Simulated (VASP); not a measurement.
# GeOs2 (P6/mmm) in VASP: single point with PBE

Aim: the single point of GeOs2 with PBE.

Program: VASP 6.6.1. These are calculated values, not measurements. Logs are shortened: lines on timing, memory, paths and dates and some standing lists are left out, and cuts for length are marked.

## (1) The cell of the first run

Symmetry: P6/mmm, No. 191, hexagonal system. The conventional cell has a = 3.543 Å, b = 3.543 Å, c = 3.826 Å, α = 90.00°, β = 90.00°, γ = 120.00°. Ge (site symmetry 6/mmm) has 12 Os at 2.80 Å and 8 Ge at 3.54 to 3.83 Å within 3.9 Å. Within 2.9 Å of Os (site symmetry -6m2) lie 3 Os at 2.05 Å and 6 Ge at 2.80 Å.

## (2) Single point, PBE

INCAR reads:

```
SYSTEM = GeOs2
ALGO = Normal ; EDIFF = 1E-6
ENCUT = 560 ; GGA = PE
GGA_COMPAT = .FALSE. ; ISIF = 2
ISMEAR = 0 ; LASPH = .TRUE.
LCHARG = .TRUE. ; LELF = .TRUE.
LREAL = .FALSE. ; LVHAR = .TRUE.
LWAVE = .FALSE. ; NBANDS = 30
NELM = 120 ; PREC = Accurate
SIGMA = 0.1
```

KPOINTS reads:

```
k-points
0
G
  6 6 6
  0 0 0
```

POSCAR reads:

```
GeOs2
1.0
    3.5433871569      0.0000000000      0.0000000000
   -1.7716935785      3.0686632934      0.0000000000
    0.0000000000      0.0000000000      3.8259163655
Ge Os
1 2
Direct
    0.0000000000      0.0000000000      0.0000000000
    0.3333333333      0.6666666667      0.5000000000
    0.6666666667      0.3333333333      0.5000000000
```

Potentials or basis: VASP PAW PBE potentials, release 64 (Ge_d, Os_sv_GW).

Command:

```console
$ cat potpaw_PBE.64/Ge_d/POTCAR potpaw_PBE.64/Os_sv_GW/POTCAR > POTCAR
$ mpirun -np 1 vasp_std > vasp.out
```

OUTCAR:

```text
SYSTEM = GeOs2
   EDIFF = 1E-6
   ENCUT = 560
   GGA = PE
   ISIF = 2
   ISMEAR = 0
   LASPH = .TRUE.
   LREAL = .FALSE.
   NELM = 120
   PREC = Accurate

 ion  position               nearest neighbor table
   1  0.000  0.000  0.000-   2 2.80   3 2.80   2 2.80   3 2.80   3 2.80   3 2.80   2 2.80   2 2.80
                             3 2.80   3 2.80   2 2.80   2 2.80
   2  0.333  0.667  0.500-   3 2.05   3 2.05   3 2.05   1 2.80   1 2.80   1 2.80   1 2.80   1 2.80
                             1 2.80
   3  0.667  0.333  0.500-   2 2.05   2 2.05   2 2.05   1 2.80   1 2.80   1 2.80   1 2.80   1 2.80
                             1 2.80

  LATTYP: Found a hexagonal cell.
 ALAT       =     3.5433871569
 C/A-ratio  =     1.0797342193

  Lattice vectors:

 A1 = (   3.5433871569,   0.0000000000,   0.0000000000)
 A2 = (  -1.7716935785,   3.0686632934,   0.0000000000)
 A3 = (   0.0000000000,   0.0000000000,   3.8259163655)

Analysis of symmetry for initial positions (statically):
=====================================================================
 Subroutine PRICEL returns:
 Original cell was already a primitive cell.

 Routine SETGRP: Setting up the symmetry group for a
 hexagonal supercell.

 Subroutine GETGRP returns: Found 24 space group operations
 (whereof 24 operations were pure point group operations)
 out of a pool of 24 trial point group operations.

The static configuration has the point symmetry D_6h.

Analysis of symmetry for dynamics (positions and initial velocities):
=====================================================================
 Subroutine PRICEL returns:
 Original cell was already a primitive cell.

 Routine SETGRP: Setting up the symmetry group for a
 hexagonal supercell.

 Subroutine GETGRP returns: Found 24 space group operations
 (whereof 24 operations were pure point group operations)
 out of a pool of 24 trial point group operations.

The dynamic configuration has the point symmetry D_6h.

 Subroutine INISYM returns: Found 24 space group operations
 (whereof 24 operations are pure point group operations),
 and found     1 'primitive' translations

----------------------------------------------------------------------------------------

                                     Primitive cell

  volume of cell :      41.6010

  direct lattice vectors                    reciprocal lattice vectors
     3.543387157  0.000000000  0.000000000     0.282215845  0.162937394  0.000000000
    -1.771693579  3.068663293  0.000000000     0.000000000  0.325874788  0.000000000
     0.000000000  0.000000000  3.825916365     0.000000000  0.000000000  0.261375290

  length of vectors
     3.543387157  3.543387157  3.825916365     0.325874788  0.325874788  0.261375290

  position of ions in fractional coordinates (direct lattice)
     0.000000000  0.000000000  0.000000000
     0.333333333  0.666666667  0.500000000
     0.666666667  0.333333333  0.500000000

  ion indices of the primitive-cell ions
   primitive index   ion index
                 1           1
                 2           2
                 3           3

----------------------------------------------------------------------------------------

 KPOINTS: k-points

Automatic generation of k-mesh.
 Grid dimensions read from file:
 generate k-points for:    6    6    6

 Generating k-lattice:

  Cartesian coordinates                     Fractional coordinates (reciprocal lattice)
     0.047035974  0.027156232  0.000000000     0.166666667  0.000000000  0.000000000
     0.000000000  0.054312465  0.000000000     0.000000000  0.166666667  0.000000000
     0.000000000  0.000000000  0.043562548     0.000000000  0.000000000  0.166666667

  Length of vectors
     0.054312465  0.054312465  0.043562548

  Shift w.r.t. Gamma in fractional coordinates (k-lattice)
     0.000000000  0.000000000  0.000000000

 Subroutine IBZKPT returns following result:
 ===========================================

 Found     28 irreducible k-points:

 Following reciprocal coordinates:
            Coordinates               Weight
  0.000000  0.000000  0.000000      1.000000
  0.166667  0.000000  0.000000      6.000000
  0.333333  0.000000  0.000000      6.000000
  0.500000  0.000000  0.000000      3.000000
  0.166667  0.166667  0.000000      6.000000
  0.333333  0.166667  0.000000     12.000000
[... 16 lines left out ...]
  0.166667  0.000000  0.500000      6.000000
  0.333333  0.000000  0.500000      6.000000
 [... further k-points ...]
   k-points           NKPTS =     28   k-points in BZ     NKDIM =     28   number of bands    NBANDS=     30
   number of dos      NEDOS =    301   number of ions     NIONS =      3
   total plane-waves  NPLWV =  23520
   dimension x,y,z NGX =    28 NGY =   28 NGZ =   30
   dimension x,y,z NGXF=    56 NGYF=   56 NGZF=   60
   ions per type =               1   2
   NGX,Y,Z   is equivalent  to a cutoff of  13.14, 13.14, 13.04 a.u.
   NGXF,Y,Z  is equivalent  to a cutoff of  26.27, 26.27, 26.07 a.u.
 SYSTEM =  GeOs2
   PREC   = accura    normal or accurate (medium, high low for compatibility)
   ISTART =      0    job   : 0-new  1-cont  2-samecut
   ICHARG =      2    charge: 1-file 2-atom 10-const
   ISPIN  =      1    spin polarized calculation?
   LNONCOLLINEAR =      F non collinear calculations
   LSORBIT =      F    spin-orbit coupling
   LASPH  =      T    aspherical Exc in radial PAW
   ENCUT  =  560.0 eV  41.16 Ry    6.42 a.u.   6.84  6.84  7.38*2*pi/ulx,y,z
   NELM   =    120;   NELMIN=  2; NELMDL= -5     # of ELM steps
   EDIFF  = 0.1E-05   stopping-criterion for ELM
   LREAL  =      F    real-space projection
   EDIFFG = 0.1E-04   stopping-criterion for IOM
   NSW    =      0    number of steps for IOM
   IBRION =     -1    ionic relax: 0-MD 1-quasi-New 2-CG
   NFREE  =      0    steps in history (QN), initial steepest desc. (CG)
   ISIF   =      2    stress and relaxation
   ISYM   =      2    0-nonsym 1-usesym 2-fastsym
   POTIM  = 0.5000    time-step for ionic-motion
   TEBEG  =    0.0;   TEEND  =   0.0 temperature during run
   PSTRESS=    0.0 pullay stress
   NELECT =      46.0000    total number of electrons
   NUPDOWN=      -1.0000    fix difference up-down
   EMIN   =  10.00;   EMAX   =-10.00  energy-range for DOS
   EFERMI =   0.00;   METHOD = LEGACY
   ISMEAR =     0;   SIGMA  =   0.10  broadening in eV -4-tet -1-fermi 0-gaus
   EFERMI_NEDOS =   21; number of points for ismear=-14 and -15
   IALGO  =     38    algorithm
   IMIX   =      4    mixing-type and parameters
     AMIX     =   0.40;   BMIX     =  1.00
     AMIX_MAG =   1.60;   BMIX_MAG =  1.00
  volume/ion in A,a.u.               =      13.87        93.58
  Fermi-wavevector in a.u.,A,eV,Ry     =   1.692881  3.199081 38.992186  2.865845
  Thomas-Fermi vector in A             =   2.774387
   LORBIT       =      0    0 simple, 1 ext, 2 COOP (PROOUT), +10 PAW based schemes
   GGA     = PE    functional components
   LHFCALC =     F    Hartree Fock is set to
   AEXX    =    0.0000 exact exchange contribution
   IVDW    =     0    specifies the selected vdW correction
   LEPSILON=     F    determine dielectric tensor
   LRPA    =     F    only Hartree local field effects (RPA)
 non-spin polarized calculation
 Gauss-broadening in eV      SIGMA  =   0.10
  energy-cutoff  :      560.00
  volume of cell :       41.60
 maximum number of plane-waves:      1270
 NGX is ok and might be reduce to    28
   NGX = 13   NGY = 13   NGZ = 15

 number of electron      45.9999999 magnetization

 Free energy of the ion-electron system (eV)
  ---------------------------------------------------
  ext. energy  EPLUGINS =         0.00000000
  ---------------------------------------------------
  free energy    TOTEN  =       -18.39022255 eV

  energy without entropy =      -18.38192827  energy(sigma->0) =      -18.38607541

 E-fermi :  13.2780     XC(G=0): -13.8055

 val. band max:       13.2702084023   @ k =   0.1667   0.0000   0.1667
 cond. band min:      13.3178325712   @ k =   0.0000   0.0000   0.1667
 fundamental gap:      0.0476241689
 Fermi energy:        13.2780143114

 k-point     1 :       0.0000    0.0000    0.0000
  band No.  band energies     occupation
      1     -74.6109      2.00000
      2     -73.3239      2.00000
      3     -35.9998      2.00000
      4     -35.9998      2.00000
      5     -33.8130      2.00000
      6     -32.5390      2.00000
[... 22 lines left out ...]
     29      20.0545      0.00000
     30      20.3575      0.00000

 k-point     2 :       0.1667    0.0000    0.0000
  band No.  band energies     occupation
      1     -74.5419      2.00000
      2     -73.4076      2.00000
      3     -36.0878      2.00000
      4     -35.8080      2.00000
      5     -33.7421      2.00000
      6     -32.6191      2.00000
[... 22 lines left out ...]
     29      21.2637      0.00000
     30      22.1958      0.00000

 k-point     3 :       0.3333    0.0000    0.0000
  band No.  band energies     occupation
      1     -74.3598      2.00000
      2     -73.6183      2.00000
      3     -36.2491      2.00000
      4     -35.3544      2.00000
      5     -33.5558      2.00000
      6     -32.8215      2.00000
[... 22 lines left out ...]
     29      21.1932      0.00000
     30      22.4600      0.00000

 k-point     4 :       0.5000    0.0000    0.0000
  band No.  band energies     occupation
      1     -74.2100      2.00000
      2     -73.7823      2.00000
      3     -36.3240      2.00000
      4     -35.0643      2.00000
      5     -33.4043      2.00000
      6     -32.9810      2.00000
[... 616 lines left out ...]
     29      20.3952      0.00000
     30      23.2492      0.00000

 k-point    23 :       0.1667    0.0000    0.5000
  band No.  band energies     occupation
      1     -74.5418      2.00000
      2     -73.4079      2.00000
      3     -36.0872      2.00000
      4     -35.8075      2.00000
      5     -33.7573      2.00000
      6     -32.6274      2.00000
[... 22 lines left out ...]
     29      21.3538      0.00000
     30      22.5600      0.00000

 k-point    24 :       0.3333    0.0000    0.5000
  band No.  band energies     occupation
      1     -74.3594      2.00000
      2     -73.6182      2.00000
      3     -36.2483      2.00000
      4     -35.3531      2.00000
      5     -33.5688      2.00000
      6     -32.8303      2.00000
[... 22 lines left out ...]
     29      19.7698      0.00000
     30      21.0621      0.00000

 [... further k-points ...]

------------------------ aborting loop because EDIFF is reached ----------------------------------------

  FORCE on cell =-STRESS in cart. coord.  units (eV):
  Direction    XX          YY          ZZ          XY          YZ          ZX
  --------------------------------------------------------------------------------------
  -------------------------------------------------------------------------------------
  Total       56.4707355     56.4707355      5.6179297     -0.0000000     -0.0000000      0.0000000
  in kB     2174.8570134   2174.8570135    216.3632831     -0.0000000     -0.0000000      0.0000000
  external PRESSURE =    1522.0257700 kB  Pullay stress =       0.0000000 kB

 VOLUME and BASIS-vectors are now :
 -----------------------------------------------------------------------------
  energy-cutoff  :      560.00
  volume of cell :       41.60
      direct lattice vectors                 reciprocal lattice vectors
     3.543387157  0.000000000  0.000000000     0.282215845  0.162937394  0.000000000
    -1.771693579  3.068663293  0.000000000     0.000000000  0.325874788  0.000000000
     0.000000000  0.000000000  3.825916365     0.000000000  0.000000000  0.261375290

 POSITION                                       TOTAL-FORCE (eV/Angst)
 -----------------------------------------------------------------------------------
      0.00000      0.00000      0.00000         0.000000      0.000000      0.000000
     -0.00000      2.04578      1.91296        -0.000000      0.000000      0.000000
      1.77169      1.02289      1.91296         0.000000     -0.000000      0.000000
 -----------------------------------------------------------------------------------
    total drift:                               -0.000000      0.000000     -0.000000

  FREE ENERGIE OF THE ION-ELECTRON SYSTEM (eV)
  ---------------------------------------------------
  free  energy   TOTEN  =       -18.3902225511 eV

  energy  without entropy=      -18.3819282706  energy(sigma->0) =      -18.38607541
```

Run time: 61 s. Hardware: 1 thread of Intel Xeon Platinum 8259CL at 2.50GHz (Skylake/Cascade Lake), shared host; peak memory 0.19 GiB.

Results:

```yaml
Free_energy: -18.3902 eV
Pressure: 152.2 GPa
Band_gap_on_the_k_mesh: zero (bands 23 and 24 overlap by 2.49 eV)
```

Caveat: the stress differs along the axes, from 22 to 217 GPa; spin-orbit coupling is left out, which moves the levels of the heavy elements.

The gap in the log of VASP goes by the Fermi energy; the results here count the filled bands.